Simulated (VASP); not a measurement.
Set up this calculation in VASP 6.6.1, as the native input.

| Quantity | Value |
| --- | --- |
| Task | single point |
| Functional | PBEsol |
| Potentials or basis | VASP PAW PBE potentials, release 64 (Ti_sv, Si) |
| Cutoff | 520 eV |
| k mesh | 24 × 24 × 18 |
| Occupations | gaussian, width 0.15 eV |
| Spin | no spin polarisation |
| Dipole correction | no |
| Further INCAR settings | ALGO = Normal; EDIFF = 1e-06; NBANDS = 15 |

The structure of TiSi lies in POSCAR:

```
TiSi
1.0
    1.9418670963     -2.2258408722      0.0000000000
    1.9418670963      2.2258408722      0.0000000000
    0.0000000000      0.0000000000      3.2684536421
Ti Si
1 1
Direct
    0.5000000000      0.5000000000      0.0000000000
    0.0000000000      0.0000000000      0.5000000000
```

This cell differs from its parent crystal: ratio of the length along z to the lengths across it x 0.8, volume and fractional coordinates fixed.

These files were run (other wordings do the same):

INCAR

```
PREC = Accurate
ENCUT = 520
EDIFF = 1E-6
ISMEAR = 0
SIGMA = 0.15
LREAL = F
LASPH = T
NELM = 100
ALGO = Normal
ISIF = 2
LWAVE = F
LCHARG = F
GGA = PS
NBANDS = 15
```

KPOINTS

```
regular mesh
0
Gamma
  24 24 18
```

Potentials or basis: VASP PAW PBE potentials, release 64 (Ti_sv, Si).

Launch:

```bash
$ cat potpaw_PBE.64/Ti_sv/POTCAR potpaw_PBE.64/Si/POTCAR > POTCAR
$ mpirun -np 1 vasp_std > vasp.out
```

Results of the run:

```yaml
Pressure: 5.0 GPa
Band_gap_on_the_k_mesh: zero (bands 8 and 9 overlap by 1.62 eV)
```

Caveat: the stress differs along the axes, from -4 to 15 GPa; the PAW data sets were made with another functional, which shifts forces and pressure a little.

Run time: 13 min on 1 thread of Intel Xeon 8259CL, on a shared host, peak memory 0.71 GiB.
